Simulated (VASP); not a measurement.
# WS2 in VASP: further runs

WS2 is run at these levels: PBEsol; tasks: single point.

Everything below comes from runs of VASP 6.6.1. Logs are shortened: lines on timing, memory, paths and dates and some standing lists are left out, and cuts for length are marked.

## 1. The cell of the first run

The cell holds a slab with vacuum, 3 atoms: a = 2.988 Å, b = 2.988 Å, c = 16.106 Å, α = 90.00°, β = 90.00°, γ = 120.00°.

## 2. Single point, PBEsol (strain -0.050 along x and y, -0.050 along z)

INCAR reads:

```
PREC = Accurate ; ENCUT = 520
EDIFF = 1E-6 ; ISMEAR = 0
SIGMA = 0.05 ; LREAL = False
LASPH = True ; NELM = 100
ALGO = Normal ; ISIF = 2
LWAVE = False ; LCHARG = False
GGA = PS ; NBANDS = 20
```

KPOINTS reads:

```
Automatic mesh
0
Gamma
  12 12 2
```

POSCAR reads:

```
WS2
1.0
    2.9884874136      0.0000000000      0.0000000000
   -1.4942437068      2.5881060190      0.0000000000
    0.0000000000      0.0000000000     16.1057500304
W S
1 2
Direct
    0.3333333333      0.6666666667      0.0000000000
    0.6666666667      0.3333333333      0.9075761491
    0.6666666667      0.3333333333      0.0924238509
```

Potentials or basis: VASP PAW PBE potentials, release 64 (W_sv, S).

On the command line:

```
> cat potpaw_PBE.64/W_sv/POTCAR potpaw_PBE.64/S/POTCAR > POTCAR
> mpirun -np 1 vasp_std > vasp.out
```

OUTCAR:

```text
PREC = Accurate
   ENCUT = 520
   EDIFF = 1E-6
   ISMEAR = 0
   LREAL = False
   LASPH = True
   NELM = 100
   ISIF = 2
   GGA = PS

 ion  position               nearest neighbor table
   1  0.333  0.667  0.000-   2 2.28   3 2.28   2 2.28   3 2.28   2 2.28   3 2.28
   2  0.667  0.333  0.908-   1 2.28   1 2.28   1 2.28
   3  0.667  0.333  0.092-   1 2.28   1 2.28   1 2.28

  LATTYP: Found a hexagonal cell.
 ALAT       =     2.9884874136
 C/A-ratio  =     5.3892648024

  Lattice vectors:

 A1 = (   2.9884874136,   0.0000000000,   0.0000000000)
 A2 = (  -1.4942437068,   2.5881060190,   0.0000000000)
 A3 = (   0.0000000000,   0.0000000000,  16.1057500304)

Analysis of symmetry for initial positions (statically):
=====================================================================
 Subroutine PRICEL returns:
 Original cell was already a primitive cell.

 Routine SETGRP: Setting up the symmetry group for a
 hexagonal supercell.

 Subroutine GETGRP returns: Found 12 space group operations
 (whereof 12 operations were pure point group operations)
 out of a pool of 24 trial point group operations.

The static configuration has the point symmetry D_3h.

Analysis of symmetry for dynamics (positions and initial velocities):
=====================================================================
 Subroutine PRICEL returns:
 Original cell was already a primitive cell.

 Routine SETGRP: Setting up the symmetry group for a
 hexagonal supercell.

 Subroutine GETGRP returns: Found 12 space group operations
 (whereof 12 operations were pure point group operations)
 out of a pool of 24 trial point group operations.

The dynamic configuration has the point symmetry D_3h.

 Subroutine INISYM returns: Found 12 space group operations
 (whereof 12 operations are pure point group operations),
 and found     1 'primitive' translations

----------------------------------------------------------------------------------------

                                     Primitive cell

  volume of cell :     124.5703

  direct lattice vectors                    reciprocal lattice vectors
     2.988487414  0.000000000  0.000000000     0.334617437  0.193191468  0.000000000
    -1.494243707  2.588106019  0.000000000     0.000000000  0.386382935  0.000000000
     0.000000000  0.000000000 16.105750030     0.000000000  0.000000000  0.062089626

  length of vectors
     2.988487414  2.988487414 16.105750030     0.386382935  0.386382935  0.062089626

  position of ions in fractional coordinates (direct lattice)
     0.333333333  0.666666667  0.000000000
     0.666666667  0.333333333  0.907576149
     0.666666667  0.333333333  0.092423851

  ion indices of the primitive-cell ions
   primitive index   ion index
                 1           1
                 2           2
                 3           3

----------------------------------------------------------------------------------------

 KPOINTS: Automatic mesh

Automatic generation of k-mesh.
 Grid dimensions read from file:
 generate k-points for:   12   12    2

 Generating k-lattice:

  Cartesian coordinates                     Fractional coordinates (reciprocal lattice)
     0.027884786  0.016099289  0.000000000     0.083333333  0.000000000  0.000000000
     0.000000000  0.032198578  0.000000000     0.000000000  0.083333333  0.000000000
     0.000000000  0.000000000  0.031044813     0.000000000  0.000000000  0.500000000

  Length of vectors
     0.032198578  0.032198578  0.031044813

  Shift w.r.t. Gamma in fractional coordinates (k-lattice)
     0.000000000  0.000000000  0.000000000

 Subroutine IBZKPT returns following result:
 ===========================================

 Found     38 irreducible k-points:

 Following reciprocal coordinates:
            Coordinates               Weight
  0.000000  0.000000  0.000000      1.000000
  0.083333  0.000000  0.000000      6.000000
  0.166667  0.000000  0.000000      6.000000
  0.250000  0.000000  0.000000      6.000000
  0.333333  0.000000  0.000000      6.000000
  0.416667  0.000000  0.000000      6.000000
[... 16 lines left out ...]
  0.250000  0.000000  0.500000      6.000000
  0.333333  0.000000  0.500000      6.000000
 [... further k-points ...]
   k-points           NKPTS =     38   k-points in BZ     NKDIM =     38   number of bands    NBANDS=     20
   number of dos      NEDOS =    301   number of ions     NIONS =      3
   total plane-waves  NPLWV =  69120
   dimension x,y,z NGX =    24 NGY =   24 NGZ =  120
   dimension x,y,z NGXF=    48 NGYF=   48 NGZF=  240
   ions per type =               1   2
   NGX,Y,Z   is equivalent  to a cutoff of  13.35, 13.35, 12.39 a.u.
   NGXF,Y,Z  is equivalent  to a cutoff of  26.70, 26.70, 24.77 a.u.
 SYSTEM =  unknown system
   PREC   = accura    normal or accurate (medium, high low for compatibility)
   ISTART =      0    job   : 0-new  1-cont  2-samecut
   ICHARG =      2    charge: 1-file 2-atom 10-const
   ISPIN  =      1    spin polarized calculation?
   LNONCOLLINEAR =      F non collinear calculations
   LSORBIT =      F    spin-orbit coupling
   LASPH  =      T    aspherical Exc in radial PAW
   ENCUT  =  520.0 eV  38.22 Ry    6.18 a.u.   5.56  5.56 29.95*2*pi/ulx,y,z
   NELM   =    100;   NELMIN=  2; NELMDL= -5     # of ELM steps
   EDIFF  = 0.1E-05   stopping-criterion for ELM
   LREAL  =      F    real-space projection
   EDIFFG = 0.1E-04   stopping-criterion for IOM
   NSW    =      0    number of steps for IOM
   IBRION =     -1    ionic relax: 0-MD 1-quasi-New 2-CG
   NFREE  =      0    steps in history (QN), initial steepest desc. (CG)
   ISIF   =      2    stress and relaxation
   ISYM   =      2    0-nonsym 1-usesym 2-fastsym
   POTIM  = 0.5000    time-step for ionic-motion
   TEBEG  =    0.0;   TEEND  =   0.0 temperature during run
   PSTRESS=    0.0 pullay stress
   NELECT =      26.0000    total number of electrons
   NUPDOWN=      -1.0000    fix difference up-down
   EMIN   =  10.00;   EMAX   =-10.00  energy-range for DOS
   EFERMI =   0.00;   METHOD = LEGACY
   ISMEAR =     0;   SIGMA  =   0.05  broadening in eV -4-tet -1-fermi 0-gaus
   EFERMI_NEDOS =   21; number of points for ismear=-14 and -15
   IALGO  =     38    algorithm
   IMIX   =      4    mixing-type and parameters
     AMIX     =   0.40;   BMIX     =  1.00
     AMIX_MAG =   1.60;   BMIX_MAG =  1.00
  volume/ion in A,a.u.               =      41.52       280.21
  Fermi-wavevector in a.u.,A,eV,Ry     =   0.971094  1.835101 12.830606  0.943023
  Thomas-Fermi vector in A             =   2.101283
   LORBIT       =      0    0 simple, 1 ext, 2 COOP (PROOUT), +10 PAW based schemes
   GGA     = PS    functional components
   LHFCALC =     F    Hartree Fock is set to
   AEXX    =    0.0000 exact exchange contribution
   IVDW    =     0    specifies the selected vdW correction
   LEPSILON=     F    determine dielectric tensor
   LRPA    =     F    only Hartree local field effects (RPA)
 non-spin polarized calculation
 Gauss-broadening in eV      SIGMA  =   0.05
  energy-cutoff  :      520.00
  volume of cell :      124.57
 maximum number of plane-waves:      3408
 NGX is ok and might be reduce to    24
   NGX = 11   NGY = 11   NGZ = 59

 number of electron      25.9999998 magnetization

 Free energy of the ion-electron system (eV)
  ---------------------------------------------------
  ext. energy  EPLUGINS =         0.00000000
  ---------------------------------------------------
  free energy    TOTEN  =       -24.49551667 eV

  energy without entropy =      -24.49551667  energy(sigma->0) =      -24.49551667

 E-fermi :  -0.0474     XC(G=0):  -4.9850

 val. band max:       -0.4955833293   @ k =   0.3333   0.3333   0.5000
 cond. band min:       1.8080906391   @ k =   0.1667   0.1667   0.0000
 fundamental gap:      2.3036739684
 Fermi energy:        -0.0474305445

 k-point     1 :       0.0000    0.0000    0.0000
  band No.  band energies     occupation
      1     -73.9515      2.00000
      2     -38.4814      2.00000
      3     -38.0694      2.00000
      4     -38.0694      2.00000
      5     -16.3668      2.00000
      6     -14.1188      2.00000
[... 12 lines left out ...]
     19       5.0802      0.00000
     20       5.7862      0.00000

 k-point     2 :       0.0833    0.0000    0.0000
  band No.  band energies     occupation
      1     -73.9486      2.00000
      2     -38.4721      2.00000
      3     -38.1178      2.00000
      4     -38.0801      2.00000
      5     -16.2115      2.00000
      6     -14.0751      2.00000
[... 12 lines left out ...]
     19       5.2381      0.00000
     20       6.3987      0.00000

 k-point     3 :       0.1667    0.0000    0.0000
  band No.  band energies     occupation
      1     -73.9406      2.00000
      2     -38.4465      2.00000
      3     -38.2484      2.00000
      4     -38.1095      2.00000
      5     -15.7704      2.00000
      6     -13.9520      2.00000
[... 12 lines left out ...]
     19       5.6946      0.00000
     20       6.9645      0.00000

 k-point     4 :       0.2500    0.0000    0.0000
  band No.  band energies     occupation
      1     -73.9297      2.00000
      2     -38.4226      2.00000
      3     -38.4115      2.00000
      4     -38.1493      2.00000
      5     -15.1157      2.00000
      6     -13.7727      2.00000
[... 12 lines left out ...]
     19       6.3520      0.00000
     20       7.4415      0.00000

 k-point     5 :       0.3333    0.0000    0.0000
  band No.  band energies     occupation
      1     -73.9188      2.00000
      2     -38.5921      2.00000
      3     -38.3762      2.00000
      4     -38.1887      2.00000
      5     -14.3686      2.00000
      6     -13.5777      2.00000
[... 12 lines left out ...]
     19       6.8698      0.00000
     20       7.5330      0.00000

 k-point     6 :       0.4167    0.0000    0.0000
  band No.  band energies     occupation
      1     -73.9108      2.00000
      2     -38.7134      2.00000
      3     -38.3502      2.00000
      4     -38.2174      2.00000
      5     -13.7225      2.00000
      6     -13.4223      2.00000
[... 12 lines left out ...]
     19       7.2124      0.00000
     20       7.8084      0.00000

 k-point     7 :       0.5000    0.0000    0.0000
  band No.  band energies     occupation
      1     -73.9079      2.00000
      2     -38.7573      2.00000
      3     -38.3407      2.00000
      4     -38.2279      2.00000
      5     -13.4522      2.00000
      6     -13.3621      2.00000
[... 12 lines left out ...]
     19       7.4773      0.00000
     20       8.2248      0.00000
[... 277 lines left out ...]
 k-point    20 :       0.0000    0.0000    0.5000
  band No.  band energies     occupation
      1     -73.9515      2.00000
      2     -38.4814      2.00000
      3     -38.0694      2.00000
      4     -38.0694      2.00000
      5     -16.3668      2.00000
      6     -14.1188      2.00000
[... 12 lines left out ...]
     19       5.0766      0.00000
     20       5.8062      0.00000

 k-point    21 :       0.0833    0.0000    0.5000
  band No.  band energies     occupation
      1     -73.9486      2.00000
      2     -38.4721      2.00000
      3     -38.1178      2.00000
      4     -38.0801      2.00000
      5     -16.2115      2.00000
      6     -14.0751      2.00000
[... 12 lines left out ...]
     19       5.2932      0.00000
     20       6.4493      0.00000

 k-point    22 :       0.1667    0.0000    0.5000
  band No.  band energies     occupation
      1     -73.9406      2.00000
      2     -38.4465      2.00000
      3     -38.2484      2.00000
      4     -38.1095      2.00000
      5     -15.7704      2.00000
      6     -13.9520      2.00000
[... 12 lines left out ...]
     19       5.7569      0.00000
     20       6.9719      0.00000

 k-point    23 :       0.2500    0.0000    0.5000
  band No.  band energies     occupation
      1     -73.9297      2.00000
      2     -38.4226      2.00000
      3     -38.4115      2.00000
      4     -38.1493      2.00000
      5     -15.1157      2.00000
      6     -13.7727      2.00000
[... 12 lines left out ...]
     19       6.3634      0.00000
     20       7.5307      0.00000

 k-point    24 :       0.3333    0.0000    0.5000
  band No.  band energies     occupation
      1     -73.9188      2.00000
      2     -38.5921      2.00000
      3     -38.3762      2.00000
      4     -38.1887      2.00000
      5     -14.3686      2.00000
      6     -13.5777      2.00000
[... 12 lines left out ...]
     19       6.8427      0.00000
     20       7.7015      0.00000

 [... further k-points ...]

------------------------ aborting loop because EDIFF is reached ----------------------------------------

  FORCE on cell =-STRESS in cart. coord.  units (eV):
  Direction    XX          YY          ZZ          XY          YZ          ZX
  --------------------------------------------------------------------------------------
  -------------------------------------------------------------------------------------
  Total       10.1165394     10.1165394     10.6165408      0.0000000      0.0000000     -0.0000000
  in kB      130.1152233    130.1152232    136.5460580      0.0000000      0.0000000     -0.0000000
  external PRESSURE =     132.2588348 kB  Pullay stress =       0.0000000 kB

 VOLUME and BASIS-vectors are now :
 -----------------------------------------------------------------------------
  energy-cutoff  :      520.00
  volume of cell :      124.57
      direct lattice vectors                 reciprocal lattice vectors
     2.988487414  0.000000000  0.000000000     0.334617437  0.193191468  0.000000000
    -1.494243707  2.588106019  0.000000000     0.000000000  0.386382935  0.000000000
     0.000000000  0.000000000 16.105750030     0.000000000  0.000000000  0.062089626

 POSITION                                       TOTAL-FORCE (eV/Angst)
 -----------------------------------------------------------------------------------
     -0.00000      1.72540      0.00000        -0.000000     -0.000000     -0.000000
      1.49424      0.86270     14.61719         0.000000      0.000000     -3.575652
      1.49424      0.86270      1.48856         0.000000      0.000000      3.575652
 -----------------------------------------------------------------------------------
    total drift:                                0.000000     -0.000000     -0.000000

  FREE ENERGIE OF THE ION-ELECTRON SYSTEM (eV)
  ---------------------------------------------------
  free  energy   TOTEN  =       -24.4955166674 eV

  energy  without entropy=      -24.4955166674  energy(sigma->0) =      -24.49551667
```

It took 47 s on 1 thread of Intel Xeon 6975P-C (Granite Rapids), shared host; peak memory 0.28 GiB.

Results:

```yaml
Free_energy: -24.4955 eV
Largest_force: 3.576 eV/Å
Band_gap_on_the_k_mesh: 2.30 eV, indirect (least direct gap 2.35 eV)
```

Forces in eV/Å, atoms in the order of the input:
```
W    0.000  0.000  0.000
S    0.000  0.000 -3.576
S    0.000  0.000  3.576
```

Levels at points of the mesh, in eV from the valence-band top:
| k point | band 11 | band 12 | band 13 | band 14 | band 15 | band 16 |
| --- | --- | --- | --- | --- | --- | --- |
| (0.00, 0.00, 0.00) | -1.67 | -1.67 | -0.21 | 3.55 | 3.55 | 4.01 |
| (0.50, 0.00, 0.00) | -2.25 | -1.01 | -0.97 | 3.76 | 4.10 | 4.49 |
| (0.00, 0.00, 0.50) | -1.67 | -1.67 | -0.21 | 3.55 | 3.55 | 4.01 |
| (0.50, 0.00, 0.50) | -2.25 | -1.01 | -0.97 | 3.76 | 4.10 | 4.49 |

Caveat: the cell differs from its parent crystal (strain -0.050 along x and y, -0.050 along z); the PAW data sets were made with another functional, which shifts forces and pressure a little; spin-orbit coupling is left out, which moves the levels of the heavy elements.

[end of part 1 of 2]
